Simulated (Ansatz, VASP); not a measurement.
## IrO: VASP beside Ansatz

```
Ir O
1.0
     3.22305    0.00000    0.00000
    -1.61152    2.79124    0.00000
     0.00000    0.00000    5.33887
Ir O
2 2
Direct
  0.00000 0.00000 0.00000
  0.00000 0.00000 0.50000
  0.33333 0.66667 0.25000
  0.66667 0.33333 0.75000
```

Alike in both runs: functional PBE; k mesh 18 × 18 × 8; occupations gaussian, width 0.1 eV; no spin polarisation.

Ansatz relaxed the structure, and its values are those at the end. VASP's run is a single point on that final structure, the one shown.

|  | VASP | Ansatz |
| --- | --- | --- |
| version | VASP 6.6.1 | Ansatz 0.2.0 |
| potentials or method | VASP PAW PBE potentials, release 64 (Ir, O), cutoff 520 eV | scalar-relativistic, plane waves, PAW |
| valence electrons in the cell | 30 | 46 |

|  | VASP | Ansatz | Ansatz less VASP |
| --- | --- | --- | --- |
| gap on the k mesh at the Fermi level (eV) | none | none | - |
| pressure (GPa) | 0.4 | 0.0 | -0.39 |

A gap of «none» marks a metal or a gap that the smearing closes. VASP's potentials hold 30 valence electrons a cell and Ansatz's 46, so a difference there can come from the potentials and not from the codes.

Spin-orbit coupling is off throughout.
